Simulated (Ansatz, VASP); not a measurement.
AlFe in VASP and in Ansatz

```
Fe Al
1.0
     2.91000    0.00000    0.00000
     0.00000    2.91000    0.00000
     0.00000    0.00000    2.91000
Fe Al
1 1
Direct
  0.50000 0.50000 0.50000
  0.00000 0.00000 0.00000
```

Alike in both runs: task single point; functional PBEsol; k mesh 8 × 8 × 8; occupations fermi-dirac, width 0.05 eV; collinear spin; fixed moment 0 μB.

```csv
,VASP,Ansatz
version,VASP 6.6.1,Ansatz 0.2.0
potentials or method,"VASP PAW PBE potentials, release 64 (Fe, Al)",Ansatz PAW
plane-wave cutoff (eV),520,420
valence electrons in the cell,11,19
```

```csv
,VASP,Ansatz,Ansatz less VASP
pressure (GPa),-11.7,-11.9,-0.20
net moment per atom (μB),0.00,0.00,0.000
```

VASP's potentials were made for PBE, not for PBEsol. With one functional, cell and mesh, what is left measures potentials, basis and numerics. VASP's potentials hold 11 valence electrons a cell and Ansatz's 19, so a difference there can come from the potentials and not from the codes.
